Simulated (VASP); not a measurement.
# Ca3As (P4/mmm) in VASP: further runs

Ca3As is run at these levels: PBE; tasks: single point, relaxation of cell and atoms.

Everything below comes from runs of VASP 6.6.1. Logs are shortened: lines on timing, memory, paths and dates and some standing lists are left out, and cuts for length are marked.

### 1 The cell of the first run

The structure is tetragonal, space group P4/mmm (No. 123). Conventional cell: a = 5.287 Å, b = 5.287 Å, c = 3.483 Å, α = 90.00°, β = 90.00°, γ = 90.00°. Within 3.5 Å of Ca (site symmetry mmm) lie 2 As at 2.64 Å and 6 Ca at 3.17 to 3.48 Å. Within 4.2 Å of Ca (site symmetry 4/mmm) lie 10 Ca at 3.17 to 3.48 Å and 8 As at 4.12 Å. As (site symmetry 4/mmm) has 4 Ca at 2.64 Å and 2 As at 3.48 Å within 3.5 Å.

The cell was generated, and may not be a known phase.

### 2 Single point, PBE

Input file INCAR:

```
PREC = Accurate
ENCUT = 520
EDIFF = 1E-7
ISMEAR = 0
SIGMA = 0.1
LREAL = F
LASPH = T
NELM = 100
ALGO = Normal
ISIF = 2
LWAVE = F
LCHARG = F
GGA = PE
NBANDS = 26
```

Input file KPOINTS:

```
Automatic mesh
0
Gamma
  4 4 6
```

Input file POSCAR:

```
Ca3As
1.0
    5.2868799900      0.0000000000      0.0000000000
    0.0000000000      5.2868799900      0.0000000000
    0.0000000000      0.0000000000      3.4825548500
Ca As
3 1
Direct
    0.0000000000      0.5000000000      0.5000000000
    0.5000000000      0.0000000000      0.5000000000
    0.0000000000      0.0000000000      0.0000000000
    0.5000000000      0.5000000000      0.5000000000
```

Potentials or basis: VASP PAW PBE potentials, release 64 (Ca_sv, As).

Started as:

```bash
$ cat potpaw_PBE.64/Ca_sv/POTCAR potpaw_PBE.64/As/POTCAR > POTCAR
$ mpirun -np 1 vasp_std > vasp.out
```

OUTCAR:

```text
PREC = Accurate
   ENCUT = 520
   EDIFF = 1E-7
   ISMEAR = 0
   LREAL = F
   LASPH = T
   NELM = 100
   ISIF = 2
   GGA = PE

 ion  position               nearest neighbor table
   1  0.000  0.500  0.500-   4 2.64   4 2.64   3 3.17   3 3.17   3 3.17   3 3.17
   2  0.500  0.000  0.500-   4 2.64   4 2.64   3 3.17   3 3.17   3 3.17   3 3.17
   3  0.000  0.000  0.000-   1 3.17   2 3.17   1 3.17   2 3.17   1 3.17   1 3.17   2 3.17   2 3.17

   4  0.500  0.500  0.500-   1 2.64   2 2.64   2 2.64   1 2.64

  LATTYP: Found a simple tetragonal cell.
 ALAT       =     5.2868799900
 C/A-ratio  =     0.6587164559

  Lattice vectors:

 A1 = (   5.2868799900,   0.0000000000,   0.0000000000)
 A2 = (   0.0000000000,   5.2868799900,   0.0000000000)
 A3 = (   0.0000000000,   0.0000000000,   3.4825548500)

Analysis of symmetry for initial positions (statically):
=====================================================================
 Subroutine PRICEL returns:
 Original cell was already a primitive cell.

 Routine SETGRP: Setting up the symmetry group for a
 simple tetragonal supercell.

 Subroutine GETGRP returns: Found 16 space group operations
 (whereof 16 operations were pure point group operations)
 out of a pool of 16 trial point group operations.

The static configuration has the point symmetry D_4h.

Analysis of symmetry for dynamics (positions and initial velocities):
=====================================================================
 Subroutine PRICEL returns:
 Original cell was already a primitive cell.

 Routine SETGRP: Setting up the symmetry group for a
 simple tetragonal supercell.

 Subroutine GETGRP returns: Found 16 space group operations
 (whereof 16 operations were pure point group operations)
 out of a pool of 16 trial point group operations.

The dynamic configuration has the point symmetry D_4h.

 Subroutine INISYM returns: Found 16 space group operations
 (whereof 16 operations are pure point group operations),
 and found     1 'primitive' translations

----------------------------------------------------------------------------------------

                                     Primitive cell

  volume of cell :      97.3412

  direct lattice vectors                    reciprocal lattice vectors
     5.286879990  0.000000000  0.000000000     0.189147475  0.000000000  0.000000000
     0.000000000  5.286879990  0.000000000     0.000000000  0.189147475  0.000000000
     0.000000000  0.000000000  3.482554850     0.000000000  0.000000000  0.287145513

  length of vectors
     5.286879990  5.286879990  3.482554850     0.189147475  0.189147475  0.287145513

  position of ions in fractional coordinates (direct lattice)
     0.000000000  0.500000000  0.500000000
     0.500000000  0.000000000  0.500000000
     0.000000000  0.000000000  0.000000000
     0.500000000  0.500000000  0.500000000

  ion indices of the primitive-cell ions
   primitive index   ion index
                 1           1
                 2           2
                 3           3
                 4           4

----------------------------------------------------------------------------------------

 KPOINTS: Automatic mesh

Automatic generation of k-mesh.
 Grid dimensions read from file:
 generate k-points for:    4    4    6

 Generating k-lattice:

  Cartesian coordinates                     Fractional coordinates (reciprocal lattice)
     0.047286869  0.000000000  0.000000000     0.250000000  0.000000000  0.000000000
     0.000000000  0.047286869  0.000000000     0.000000000  0.250000000  0.000000000
     0.000000000  0.000000000  0.047857586     0.000000000  0.000000000  0.166666667

  Length of vectors
     0.047286869  0.047286869  0.047857586

  Shift w.r.t. Gamma in fractional coordinates (k-lattice)
     0.000000000  0.000000000  0.000000000

 Subroutine IBZKPT returns following result:
 ===========================================

 Found     24 irreducible k-points:

 Following reciprocal coordinates:
            Coordinates               Weight
  0.000000  0.000000  0.000000      1.000000
  0.250000  0.000000  0.000000      4.000000
  0.500000  0.000000  0.000000      2.000000
  0.250000  0.250000  0.000000      4.000000
  0.500000  0.250000  0.000000      4.000000
  0.500000  0.500000  0.000000      1.000000
[... 16 lines left out ...]
  0.500000  0.250000  0.500000      4.000000
  0.500000  0.500000  0.500000      1.000000
   k-points           NKPTS =     24   k-points in BZ     NKDIM =     24   number of bands    NBANDS=     26
   number of dos      NEDOS =    301   number of ions     NIONS =      4
   total plane-waves  NPLWV =  44800
   dimension x,y,z NGX =    40 NGY =   40 NGZ =   28
   dimension x,y,z NGXF=    80 NGYF=   80 NGZF=   56
   ions per type =               3   1
   NGX,Y,Z   is equivalent  to a cutoff of  12.58, 12.58, 13.37 a.u.
   NGXF,Y,Z  is equivalent  to a cutoff of  25.16, 25.16, 26.73 a.u.
 SYSTEM =  unknown system
   PREC   = accura    normal or accurate (medium, high low for compatibility)
   ISTART =      0    job   : 0-new  1-cont  2-samecut
   ICHARG =      2    charge: 1-file 2-atom 10-const
   ISPIN  =      1    spin polarized calculation?
   LNONCOLLINEAR =      F non collinear calculations
   LSORBIT =      F    spin-orbit coupling
   LASPH  =      T    aspherical Exc in radial PAW
   ENCUT  =  520.0 eV  38.22 Ry    6.18 a.u.   9.83  9.83  6.48*2*pi/ulx,y,z
   NELM   =    100;   NELMIN=  2; NELMDL= -5     # of ELM steps
   EDIFF  = 0.1E-06   stopping-criterion for ELM
   LREAL  =      F    real-space projection
   EDIFFG = 0.1E-05   stopping-criterion for IOM
   NSW    =      0    number of steps for IOM
   IBRION =     -1    ionic relax: 0-MD 1-quasi-New 2-CG
   NFREE  =      0    steps in history (QN), initial steepest desc. (CG)
   ISIF   =      2    stress and relaxation
   ISYM   =      2    0-nonsym 1-usesym 2-fastsym
   POTIM  = 0.5000    time-step for ionic-motion
   TEBEG  =    0.0;   TEEND  =   0.0 temperature during run
   PSTRESS=    0.0 pullay stress
   NELECT =      35.0000    total number of electrons
   NUPDOWN=      -1.0000    fix difference up-down
   EMIN   =  10.00;   EMAX   =-10.00  energy-range for DOS
   EFERMI =   0.00;   METHOD = LEGACY
   ISMEAR =     0;   SIGMA  =   0.10  broadening in eV -4-tet -1-fermi 0-gaus
   EFERMI_NEDOS =   21; number of points for ismear=-14 and -15
   IALGO  =     38    algorithm
   IMIX   =      4    mixing-type and parameters
     AMIX     =   0.40;   BMIX     =  1.00
     AMIX_MAG =   1.60;   BMIX_MAG =  1.00
  volume/ion in A,a.u.               =      24.34       164.22
  Fermi-wavevector in a.u.,A,eV,Ry     =   1.164122  2.199872 18.438349  1.355180
  Thomas-Fermi vector in A             =   2.300664
   LORBIT       =      0    0 simple, 1 ext, 2 COOP (PROOUT), +10 PAW based schemes
   GGA     = PE    functional components
   LHFCALC =     F    Hartree Fock is set to
   AEXX    =    0.0000 exact exchange contribution
   IVDW    =     0    specifies the selected vdW correction
   LEPSILON=     F    determine dielectric tensor
   LRPA    =     F    only Hartree local field effects (RPA)
 non-spin polarized calculation
 Gauss-broadening in eV      SIGMA  =   0.10
  energy-cutoff  :      520.00
  volume of cell :       97.34
 maximum number of plane-waves:      2656
 NGX is ok and might be reduce to    40
   NGX = 19   NGY = 19   NGZ = 13

 number of electron      34.9999986 magnetization

 Free energy of the ion-electron system (eV)
  ---------------------------------------------------
  ext. energy  EPLUGINS =         0.00000000
  ---------------------------------------------------
  free energy    TOTEN  =        -8.59248439 eV

  energy without entropy =       -8.57047400  energy(sigma->0) =       -8.58147920

 E-fermi :   4.6777     XC(G=0):  -9.5439

 val. band max:        4.6658784255   @ k =   0.2500   0.0000   0.0000
 cond. band min:       4.6778348781   @ k =   0.2500   0.2500   0.3333
 fundamental gap:      0.0119564526
 Fermi energy:         4.6776975387

 k-point     1 :       0.0000    0.0000    0.0000
  band No.  band energies     occupation
      1     -36.9189      2.00000
      2     -36.0885      2.00000
      3     -36.0762      2.00000
      4     -18.2065      2.00000
      5     -18.2065      2.00000
      6     -17.8325      2.00000
[... 18 lines left out ...]
     25       8.5707      0.00000
     26       8.5982      0.00000

 k-point     2 :       0.2500    0.0000    0.0000
  band No.  band energies     occupation
      1     -36.9165      2.00000
      2     -36.0884      2.00000
      3     -36.0793      2.00000
      4     -18.2026      2.00000
      5     -18.1417      2.00000
      6     -17.8229      2.00000
[... 18 lines left out ...]
     25       7.8418      0.00000
     26       8.4097      0.00000

 k-point     3 :       0.5000    0.0000    0.0000
  band No.  band energies     occupation
      1     -36.9141      2.00000
      2     -36.0881      2.00000
      3     -36.0826      2.00000
      4     -18.1987      2.00000
      5     -18.0642      2.00000
      6     -17.8131      2.00000
[... 18 lines left out ...]
     25       8.2479      0.00000
     26       8.4939      0.00000

 k-point     4 :       0.2500    0.2500    0.0000
  band No.  band energies     occupation
      1     -36.9141      2.00000
      2     -36.0884      2.00000
      3     -36.0822      2.00000
      4     -18.1417      2.00000
      5     -18.1349      2.00000
      6     -17.8133      2.00000
[... 18 lines left out ...]
     25       7.6628      0.00000
     26       7.9010      0.00000
[... 496 lines left out ...]
      1     -36.8866      2.00000
      2     -36.0706      2.00000
      3     -36.0593      2.00000
      4     -18.1491      2.00000
      5     -18.0863      2.00000
      6     -18.0850      2.00000
[... 18 lines left out ...]
     25       7.8975      0.00000
     26       7.9921      0.00000

 k-point    23 :       0.5000    0.2500    0.5000
  band No.  band energies     occupation
      1     -36.8865      2.00000
      2     -36.0650      2.00000
      3     -36.0649      2.00000
      4     -18.1909      2.00000
      5     -18.1336      2.00000
      6     -18.0854      2.00000
[... 18 lines left out ...]
     25       8.0788      0.00000
     26       9.0805      0.00000

 k-point    24 :       0.5000    0.5000    0.5000
  band No.  band energies     occupation
      1     -36.8864      2.00000
      2     -36.0649      2.00000
      3     -36.0649      2.00000
      4     -18.2318      2.00000
      5     -18.1332      2.00000
      6     -18.1332      2.00000
[... 18 lines left out ...]
     25       7.9699      0.00000
     26       9.5397      0.00000

------------------------ aborting loop because EDIFF is reached ----------------------------------------

  FORCE on cell =-STRESS in cart. coord.  units (eV):
  Direction    XX          YY          ZZ          XY          YZ          ZX
  --------------------------------------------------------------------------------------
  -------------------------------------------------------------------------------------
  Total       12.5656855     12.5656855      8.2359249      0.0000000     -0.0000000      0.0000000
  in kB      206.8235073    206.8235073    135.5582932      0.0000000     -0.0000000      0.0000000
  external PRESSURE =     183.0684359 kB  Pullay stress =       0.0000000 kB

 VOLUME and BASIS-vectors are now :
 -----------------------------------------------------------------------------
  energy-cutoff  :      520.00
  volume of cell :       97.34
      direct lattice vectors                 reciprocal lattice vectors
     5.286879990  0.000000000  0.000000000     0.189147475  0.000000000  0.000000000
     0.000000000  5.286879990  0.000000000     0.000000000  0.189147475  0.000000000
     0.000000000  0.000000000  3.482554850     0.000000000  0.000000000  0.287145513

 POSITION                                       TOTAL-FORCE (eV/Angst)
 -----------------------------------------------------------------------------------
      0.00000      2.64344      1.74128         0.000000      0.000000      0.000000
      2.64344      0.00000      1.74128         0.000000      0.000000      0.000000
      0.00000      0.00000      0.00000         0.000000      0.000000      0.000000
      2.64344      2.64344      1.74128         0.000000      0.000000      0.000000
 -----------------------------------------------------------------------------------
    total drift:                               -0.000000      0.000000     -0.000000

  FREE ENERGIE OF THE ION-ELECTRON SYSTEM (eV)
  ---------------------------------------------------
  free  energy   TOTEN  =        -8.5924843933 eV

  energy  without entropy=       -8.5704739970  energy(sigma->0) =       -8.58147920
```

Run time: 42 s. Hardware: 1 thread of Intel Xeon Platinum 8488C (Sapphire Rapids), shared host; peak memory 0.22 GiB.

Results:

| Quantity | Value |
| --- | --- |
| Free energy | -8.5925 eV |
| Pressure | 18.3 GPa |
| Band gap on the k mesh | zero (an odd number of electrons rules out a gap without spin polarisation) |

Caveat: the stress differs along the axes, from 14 to 21 GPa.

### 3 Single point, PBE

This run uses another cell than the first one, of 45.22 Å³/atom.

Input file INCAR:

```
PREC = Accurate
ENCUT = 520
EDIFF = 1E-6
ISMEAR = 0
SIGMA = 0.1
LREAL = False
LASPH = True
NELM = 80
ALGO = Normal
ISIF = 2
LWAVE = False
LCHARG = False
GGA = PE
NBANDS = 26
```

KPOINTS is that of step 2.

Input file POSCAR:

```
Ca3As
1.0
    5.6129070587      0.0000000000      0.0000000000
    0.0000000000      5.6129070587      0.0000000000
    0.0000000000      0.0000000000      5.7416430243
Ca As
3 1
Direct
    0.0000000000      0.5000000000      0.5000000000
    0.5000000000      0.0000000000      0.5000000000
    0.0000000000      0.0000000000      0.0000000000
    0.5000000000      0.5000000000      0.5000000000
```

Potentials or basis: VASP PAW PBE potentials, release 64 (Ca_sv, As).

Started as:

```bash
$ cat potpaw_PBE.64/Ca_sv/POTCAR potpaw_PBE.64/As/POTCAR > POTCAR
$ mpirun -np 1 vasp_std > vasp.out
```

It took 1.7 min on 1 thread of Intel Xeon Platinum 8488C (Sapphire Rapids), shared host; peak memory 0.32 GiB.

Results (log left out):

```yaml
Free_energy: -11.1153 eV
Pressure: 0.1 GPa
Band_gap_on_the_k_mesh: zero (an odd number of electrons rules out a gap without spin polarisation)
```

Stress tensor (GPa, compression positive):
```
0.10 0.00 0.00
0.00 0.10 0.00
0.00 0.00 0.01
```

Levels at points of the mesh, in eV from the Fermi level:
```
           k point  band 14  band 15  band 16  band 17  band 18  band 19  band 20  band 21  band 22  band 23
(0.00, 0.00, 0.00)    -2.67    -1.28    -1.28    -0.96    -0.08     0.24     0.80     0.80     0.99     2.20
(0.50, 0.00, 0.00)    -3.17    -1.44    -1.12    -0.94    -0.50     0.32     1.00     1.16     1.26     1.51
(0.50, 0.50, 0.00)    -2.79    -2.79    -1.43    -1.18     0.31     0.31     1.01     1.01     1.08     1.08
(0.00, 0.00, 0.50)    -2.43    -1.40    -1.23    -1.23     0.51     0.75     1.15     1.15     1.37     1.46
(0.50, 0.00, 0.50)    -2.73    -1.78    -1.34    -1.24    -0.09     0.19     0.72     1.08     1.15     1.68
(0.50, 0.50, 0.50)    -2.68    -2.68    -1.73    -0.68    -0.27     0.47     0.47     0.63     0.63     1.59
```

### 4 Relaxation of cell and atoms, PBE

Input file INCAR:

```
ALGO = Normal
EDIFF = 1E-6
EDIFFG = -0.04
ENCUT = 600
GGA = PE
IBRION = 2
ISIF = 3
ISMEAR = 0
LASPH = T
LCHARG = F
LREAL = F
LWAVE = F
NELM = 60
NSW = 90
PREC = Accurate
SIGMA = 0.1
```

Input file KPOINTS:

```
k-points
0
Gamma
  4 4 6
```

Input file POSCAR:

```
Ca3As
1.0
    5.2868799900      0.0000000000      0.0000000000
    0.0000000000      5.2868799900      0.0000000000
    0.0000000000      0.0000000000      3.4825548500
Ca As
3 1
Direct
    0.0000000000      0.5000000000      0.5000000000
    0.5000000000      0.0000000000      0.5000000000
    0.0000000000      0.0000000000      0.0000000000
    0.5000000000      0.5000000000      0.5000000000
```

Started as:

```bash
$ cat potpaw_PBE.64/Ca_sv/POTCAR potpaw_PBE.64/As/POTCAR > POTCAR
$ mpirun -np 1 vasp_std > vasp.out
```

Wall time 7.6 min (1 thread of Intel Xeon Platinum 8488C (Sapphire Rapids), shared host); peak memory 0.25 GiB.

It converged, with:

- Free energy: -11.0791 eV
- Relaxed volume: 44.27 Å³/atom
- Relaxed cell: a = 5.622 Å, b = 5.622 Å, c = 5.603 Å, α = 90.00°, β = 90.00°, γ = 90.00°
- Space group after relaxing (to 0.1 Å): P4/mmm (No. 123)
- Energy gained by relaxing: 621.5 meV/atom
- Ionic steps: 14
- Pressure after relaxing: 0.1 GPa
- Band gap on the k mesh: zero (an odd number of electrons rules out a gap without spin polarisation)

Step by step:
| step | energy change (eV) | largest force (eV/Å) | pressure (GPa) | volume (Å³) |
| --- | --- | --- | --- | --- |
| 1 | 0.0000 | 0.0000 | 18.32 | 97.34 |
| 2 | -1.9589 | 0.0000 | 0.31 | 141.93 |
| 3 | -1.9591 | 0.0000 | 0.23 | 142.46 |
| 4 | -2.0063 | 0.0000 | 0.11 | 144.20 |
| 5 | -2.1031 | 0.0000 | 0.02 | 149.01 |
| 6 | -2.3450 | 0.0000 | 0.35 | 156.84 |
| 7 | -2.2028 | 0.0000 | 3.45 | 165.88 |
| 8 | -2.4295 | 0.0000 | 1.24 | 161.32 |
| 9 | -2.4797 | 0.0000 | -0.17 | 175.65 |
| 10 | -2.4797 | 0.0000 | -0.19 | 175.89 |
| 11 | -2.4851 | 0.0000 | -0.15 | 178.19 |
| 12 | -2.4857 | 0.0000 | -0.14 | 179.33 |
| 13 | -2.4857 | 0.0000 | -0.14 | 179.17 |
| 14 | -2.4860 | 0.0000 | 0.09 | 177.08 |

Final structure:
```cif
data_structure
_symmetry_space_group_name_H-M 'P 1'
_symmetry_Int_Tables_number 1
_cell_length_a 5.6219
_cell_length_b 5.6219
_cell_length_c 5.6027
_cell_angle_alpha 90.000
_cell_angle_beta 90.000
_cell_angle_gamma 90.000
_cell_volume 177.08
loop_
_atom_site_label
_atom_site_type_symbol
_atom_site_fract_x
_atom_site_fract_y
_atom_site_fract_z
_atom_site_occupancy
Ca1 Ca 0.00000 0.50000 0.50000 1
Ca2 Ca 0.50000 0.00000 0.50000 1
Ca3 Ca 0.00000 0.00000 0.00000 1
As1 As 0.50000 0.50000 0.50000 1
```

Levels at points of the mesh, in eV from the Fermi level:
```
           k point  band 16  band 17  band 18  band 19  band 20  band 21
(0.00, 0.00, 0.00)    -1.30    -0.89    -0.08     0.20     0.81     0.95
(0.50, 0.00, 0.00)    -1.07    -0.94    -0.52     0.30     1.00     1.22
(0.50, 0.50, 0.00)    -1.47    -1.14     0.30     0.30     1.04     1.61
(0.00, 0.00, 0.50)    -1.24    -1.24     0.56     0.76     1.11     1.11
(0.50, 0.00, 0.50)    -1.34    -1.23    -0.09     0.19     0.69     1.13
(0.50, 0.50, 0.50)    -1.75    -0.67    -0.28     0.46     0.63     0.63
```

Caveat: the volume moved by over 15 % at a fixed basis, so the end points are rough.

(Continued in part 2 of 2.)

The gap in the log of VASP goes by the Fermi energy; the results here count the filled bands.